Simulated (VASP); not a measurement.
# CoPtO2 (R-3m) in VASP: single point with PBE

Aim: the single point of CoPtO2 with PBE.

All numbers are computed with VASP 6.6.1; they aren't measurements. Logs are shortened: lines on timing, memory, paths and dates and some standing lists are left out, and cuts for length are marked.

## Step 1: The cell of the first run

The structure is trigonal, space group R-3m (No. 166). The conventional cell has a = 2.970 Å, b = 2.970 Å, c = 18.173 Å, α = 90.00°, β = 90.00°, γ = 120.00°. Co (site symmetry -3m) has 6 O at 1.97 Å within 2.6 Å. Within 2.7 Å of Pt (site symmetry -3m) lie 2 O at 2.06 Å. O (site symmetry 3m) has 3 Co at 1.97 Å and 1 Pt at 2.06 Å and 3 O at 2.59 Å within 2.6 Å.

## Step 2: Single point, PBE (11.57 Å³/atom)

Input file INCAR:

```
SYSTEM = CoPtO2
  PREC = Accurate
  ENCUT = 520
  EDIFF = 1E-6
  ISMEAR = 0
  SIGMA = 0.1
  LREAL = .False.
  LASPH = .True.
  NELM = 80
  ALGO = Normal
  ISIF = 2
  LWAVE = .False.
  LCHARG = .True.
  GGA = PE
  LELF = .True.
  LVHAR = .True.
  NBANDS = 24
```

Input file KPOINTS:

```
Automatic mesh
0
Gamma
  18 18 18
  0 0 0
```

Input file POSCAR:

```
CoPtO2
1.0
    1.4850840051      0.8574136501      6.0576512178
   -1.4850840051      0.8574136501      6.0576512178
    0.0000000000     -1.7148273002      6.0576512178
Co Pt O
1 1 2
Direct
    0.5000000000      0.5000000000      0.5000000000
    0.0000000000      0.0000000000      0.0000000000
    0.8868821830      0.8868821830      0.8868821830
    0.1131178170      0.1131178170      0.1131178170
```

Potentials or basis: VASP PAW PBE potentials, release 64 (Co, Pt, O).

Run with:

```console
$ cat potpaw_PBE.64/Co/POTCAR potpaw_PBE.64/Pt/POTCAR potpaw_PBE.64/O/POTCAR > POTCAR
$ mpirun -np 1 vasp_std > vasp.out
```

OUTCAR:

```text
SYSTEM = CoPtO2
   PREC = Accurate
   ENCUT = 520
   EDIFF = 1E-6
   ISMEAR = 0
   LREAL = .False.
   LASPH = .True.
   NELM = 80
   ISIF = 2
   GGA = PE

 ion  position               nearest neighbor table
   1  0.500  0.500  0.500-   4 1.97   3 1.97   4 1.97   4 1.97   3 1.97   3 1.97
   2  0.000  0.000  0.000-   3 2.06   4 2.06
   3  0.887  0.887  0.887-   1 1.97   1 1.97   1 1.97   2 2.06
   4  0.113  0.113  0.113-   1 1.97   1 1.97   1 1.97   2 2.06

  LATTYP: Found a trigonal (rhomboedric) cell.
 ALAT       =     6.2956946357
 COS(alpha) =     0.8887129252

  Lattice vectors:

 A1 = (   1.4850840051,   0.8574136501,   6.0576512178)
 A2 = (  -1.4850840051,   0.8574136501,   6.0576512178)
 A3 = (   0.0000000000,  -1.7148273002,   6.0576512178)

Analysis of symmetry for initial positions (statically):
=====================================================================
 Subroutine PRICEL returns:
 Original cell was already a primitive cell.

 Routine SETGRP: Setting up the symmetry group for a
 trigonal (rhombohedral) supercell.

 Subroutine GETGRP returns: Found 12 space group operations
 (whereof 12 operations were pure point group operations)
 out of a pool of 12 trial point group operations.

The static configuration has the point symmetry D_3d.

Analysis of symmetry for dynamics (positions and initial velocities):
=====================================================================
 Subroutine PRICEL returns:
 Original cell was already a primitive cell.

 Routine SETGRP: Setting up the symmetry group for a
 trigonal (rhombohedral) supercell.

 Subroutine GETGRP returns: Found 12 space group operations
 (whereof 12 operations were pure point group operations)
 out of a pool of 12 trial point group operations.

The dynamic configuration has the point symmetry D_3d.

 Subroutine INISYM returns: Found 12 space group operations
 (whereof 12 operations are pure point group operations),
 and found     1 'primitive' translations

----------------------------------------------------------------------------------------

                                     Primitive cell

  volume of cell :      46.2804

  direct lattice vectors                    reciprocal lattice vectors
     1.485084005  0.857413650  6.057651218     0.336681291  0.194383034  0.055026828
    -1.485084005  0.857413650  6.057651218    -0.336681291  0.194383034  0.055026828
     0.000000000 -1.714827300  6.057651218     0.000000000 -0.388766068  0.055026828

  length of vectors
     6.295694636  6.295694636  6.295694636     0.392641067  0.392641067  0.392641067

  position of ions in fractional coordinates (direct lattice)
     0.500000000  0.500000000  0.500000000
     0.000000000  0.000000000  0.000000000
     0.886882183  0.886882183  0.886882183
     0.113117817  0.113117817  0.113117817

  ion indices of the primitive-cell ions
   primitive index   ion index
                 1           1
                 2           2
                 3           3
                 4           4

----------------------------------------------------------------------------------------

 KPOINTS: Automatic mesh

Automatic generation of k-mesh.
 Grid dimensions read from file:
 generate k-points for:   18   18   18

 Generating k-lattice:

  Cartesian coordinates                     Fractional coordinates (reciprocal lattice)
     0.018704516  0.010799057  0.003057046     0.055555556 -0.000000000 -0.000000000
    -0.018704516  0.010799057  0.003057046    -0.000000000  0.055555556 -0.000000000
     0.000000000 -0.021598115  0.003057046    -0.000000000 -0.000000000  0.055555556

  Length of vectors
     0.021813393  0.021813393  0.021813393

  Shift w.r.t. Gamma in fractional coordinates (k-lattice)
     0.000000000  0.000000000  0.000000000

 Subroutine IBZKPT returns following result:
 ===========================================

 Found    580 irreducible k-points:

 Following reciprocal coordinates:
            Coordinates               Weight
  0.000000  0.000000  0.000000      1.000000
  0.055556  0.000000  0.000000      6.000000
  0.111111  0.000000  0.000000      6.000000
  0.166667 -0.000000  0.000000      6.000000
  0.222222 -0.000000  0.000000      6.000000
  0.277778  0.000000  0.000000      6.000000
[... 16 lines left out ...]
 -0.277778  0.055556  0.000000     12.000000
 -0.222222  0.055556 -0.000000     12.000000
 [... further k-points ...]
   k-points           NKPTS =    580   k-points in BZ     NKDIM =    580   number of bands    NBANDS=     24
   number of dos      NEDOS =    301   number of ions     NIONS =      4
   total plane-waves  NPLWV = 110592
   dimension x,y,z NGX =    48 NGY =   48 NGZ =   48
   dimension x,y,z NGXF=    96 NGYF=   96 NGZF=   96
   ions per type =               1   1   2
   NGX,Y,Z   is equivalent  to a cutoff of  12.68, 12.68, 12.68 a.u.
   NGXF,Y,Z  is equivalent  to a cutoff of  25.35, 25.35, 25.35 a.u.
 SYSTEM =  CoPtO2
   PREC   = accura    normal or accurate (medium, high low for compatibility)
   ISTART =      0    job   : 0-new  1-cont  2-samecut
   ICHARG =      2    charge: 1-file 2-atom 10-const
   ISPIN  =      1    spin polarized calculation?
   LNONCOLLINEAR =      F non collinear calculations
   LSORBIT =      F    spin-orbit coupling
   LASPH  =      T    aspherical Exc in radial PAW
   ENCUT  =  520.0 eV  38.22 Ry    6.18 a.u.  11.71 11.71 11.71*2*pi/ulx,y,z
   NELM   =     80;   NELMIN=  2; NELMDL= -5     # of ELM steps
   EDIFF  = 0.1E-05   stopping-criterion for ELM
   LREAL  =      F    real-space projection
   EDIFFG = 0.1E-04   stopping-criterion for IOM
   NSW    =      0    number of steps for IOM
   IBRION =     -1    ionic relax: 0-MD 1-quasi-New 2-CG
   NFREE  =      0    steps in history (QN), initial steepest desc. (CG)
   ISIF   =      2    stress and relaxation
   ISYM   =      2    0-nonsym 1-usesym 2-fastsym
   POTIM  = 0.5000    time-step for ionic-motion
   TEBEG  =    0.0;   TEEND  =   0.0 temperature during run
   PSTRESS=    0.0 pullay stress
   NELECT =      31.0000    total number of electrons
   NUPDOWN=      -1.0000    fix difference up-down
   EMIN   =  10.00;   EMAX   =-10.00  energy-range for DOS
   EFERMI =   0.00;   METHOD = LEGACY
   ISMEAR =     0;   SIGMA  =   0.10  broadening in eV -4-tet -1-fermi 0-gaus
   EFERMI_NEDOS =   21; number of points for ismear=-14 and -15
   IALGO  =     38    algorithm
   IMIX   =      4    mixing-type and parameters
     AMIX     =   0.40;   BMIX     =  1.00
     AMIX_MAG =   1.60;   BMIX_MAG =  1.00
  volume/ion in A,a.u.               =      11.57        78.08
  Fermi-wavevector in a.u.,A,eV,Ry     =   1.432396  2.706836 27.915865  2.051758
  Thomas-Fermi vector in A             =   2.552028
   LORBIT       =      0    0 simple, 1 ext, 2 COOP (PROOUT), +10 PAW based schemes
   GGA     = PE    functional components
   LHFCALC =     F    Hartree Fock is set to
   AEXX    =    0.0000 exact exchange contribution
   IVDW    =     0    specifies the selected vdW correction
   LEPSILON=     F    determine dielectric tensor
   LRPA    =     F    only Hartree local field effects (RPA)
 non-spin polarized calculation
 Gauss-broadening in eV      SIGMA  =   0.10
  energy-cutoff  :      520.00
  volume of cell :       46.28
 maximum number of plane-waves:      1282
   NGX = 23   NGY = 23   NGZ = 23

 number of electron      30.9999997 magnetization

 Free energy of the ion-electron system (eV)
  ---------------------------------------------------
  ext. energy  EPLUGINS =         0.00000000
  ---------------------------------------------------
  free energy    TOTEN  =       -26.21475812 eV

  energy without entropy =      -26.20977331  energy(sigma->0) =      -26.21226572

 E-fermi :   6.7783     XC(G=0): -11.9769

 val. band max:        6.7760276735   @ k =   0.5000   0.0000   0.0000
 cond. band min:       6.8275040983   @ k =   0.4444   0.4444   0.0000
 fundamental gap:      0.0514764248
 Fermi energy:         6.7783045158

 k-point     1 :       0.0000    0.0000    0.0000
  band No.  band energies     occupation
      1     -13.6361      2.00000
      2     -12.0073      2.00000
      3      -1.5920      2.00000
      4       0.9551      2.00000
      5       1.0990      2.00000
      6       1.0990      2.00000
[... 16 lines left out ...]
     23      22.4054      0.00000
     24      23.2122      0.00000

 k-point     2 :       0.0556    0.0000    0.0000
  band No.  band energies     occupation
      1     -13.6077      2.00000
      2     -12.0061      2.00000
      3      -1.5533      2.00000
      4       1.0119      2.00000
      5       1.0303      2.00000
      6       1.1142      2.00000
[... 16 lines left out ...]
     23      22.4226      0.00000
     24      22.8485      0.00000

 k-point     3 :       0.1111    0.0000    0.0000
  band No.  band energies     occupation
      1     -13.5246      2.00000
      2     -12.0032      2.00000
      3      -1.4427      2.00000
      4       0.8087      2.00000
      5       1.1584      2.00000
      6       1.2346      2.00000
[... 16 lines left out ...]
     23      22.0217      0.00000
     24      22.3010      0.00000

 k-point     4 :       0.1667   -0.0000    0.0000
  band No.  band energies     occupation
      1     -13.3935      2.00000
      2     -12.0004      2.00000
      3      -1.2749      2.00000
      4       0.5690      2.00000
      5       1.2278      2.00000
      6       1.5022      2.00000
[... 16 lines left out ...]
     23      21.1260      0.00000
     24      21.5020      0.00000

 k-point     5 :       0.2222   -0.0000    0.0000
  band No.  band energies     occupation
      1     -13.2244      2.00000
      2     -12.0005      2.00000
      3      -1.0719      2.00000
      4       0.3452      2.00000
      5       1.3167      2.00000
      6       1.6002      2.00000
[... 451 lines left out ...]
 k-point    22 :      -0.3333    0.0556    0.0000
  band No.  band energies     occupation
      1     -12.7367      2.00000
      2     -12.0272      2.00000
      3      -0.6243      2.00000
      4      -0.0919      2.00000
      5       0.9866      2.00000
      6       1.5392      2.00000
[... 16 lines left out ...]
     23      19.2347      0.00000
     24      20.6192      0.00000

 k-point    23 :      -0.2778    0.0556    0.0000
  band No.  band energies     occupation
      1     -12.9269      2.00000
      2     -12.0036      2.00000
      3      -0.7827      2.00000
      4       0.0727      2.00000
      5       1.1792      2.00000
      6       1.4585      2.00000
[... 16 lines left out ...]
     23      19.4698      0.00000
     24      21.1803      0.00000

 k-point    24 :      -0.2222    0.0556   -0.0000
  band No.  band energies     occupation
      1     -13.1207      2.00000
      2     -11.9932      2.00000
      3      -0.9777      2.00000
      4       0.2439      2.00000
      5       1.3142      2.00000
      6       1.5310      2.00000
[... 16 lines left out ...]
     23      19.9444      0.00000
     24      20.6341      0.00000

 [... further k-points ...]
[... 5 lines left out ...]
  --------------------------------------------------------------------------------------
  -------------------------------------------------------------------------------------
  Total       -4.9148470     -4.9148470     -4.9049677      0.0000000     -0.0000000     -0.0000000
  in kB     -170.1467498   -170.1467498   -169.8047374      0.0000000     -0.0000000     -0.0000000
  external PRESSURE =    -170.0327457 kB  Pullay stress =       0.0000000 kB

 VOLUME and BASIS-vectors are now :
 -----------------------------------------------------------------------------
  energy-cutoff  :      520.00
  volume of cell :       46.28
      direct lattice vectors                 reciprocal lattice vectors
     1.485084005  0.857413650  6.057651218     0.336681291  0.194383034  0.055026828
    -1.485084005  0.857413650  6.057651218    -0.336681291  0.194383034  0.055026828
     0.000000000 -1.714827300  6.057651218     0.000000000 -0.388766068  0.055026828

 POSITION                                       TOTAL-FORCE (eV/Angst)
 -----------------------------------------------------------------------------------
      0.00000      0.00000      9.08648         0.000000      0.000000     -0.000000
      0.00000      0.00000      0.00000         0.000000     -0.000000     -0.000000
      0.00000      0.00000     16.11727         0.000000     -0.000000      0.035234
      0.00000      0.00000      2.05568         0.000000     -0.000000     -0.035234
 -----------------------------------------------------------------------------------
    total drift:                               -0.000000      0.000000     -0.000000

  FREE ENERGIE OF THE ION-ELECTRON SYSTEM (eV)
  ---------------------------------------------------
  free  energy   TOTEN  =       -26.2147581236 eV

  energy  without entropy=      -26.2097733123  energy(sigma->0) =      -26.21226572
```

It took 43 min on 1 thread of Intel Xeon Platinum 8259CL at 2.50GHz (Skylake/Cascade Lake), shared host; peak memory 0.85 GiB.

Results:

| Item | Value |
| --- | --- |
| Free energy | -26.2148 eV |
| Pressure | -17.0 GPa |
| Largest force | 0.035 eV/Å |
| Band gap on the k mesh | zero (an odd number of electrons rules out a gap without spin polarisation) |

Forces in eV/Å, atoms in the order of the input:
```
Co   0.000  0.000  0.000
Pt   0.000  0.000  0.000
O    0.000  0.000  0.035
O    0.000  0.000 -0.035
```

Caveat: the cell stands under tension; spin-orbit coupling is left out, which moves the levels of the heavy elements; an odd number of electrons without spin polarisation forces a metal; a magnetic or distorted state may lie lower; the run has no spin polarisation, though such a crystal can be magnetic; semilocal functionals often make such compounds metallic where correlation or magnetic order opens a gap, which also shifts bond lengths.
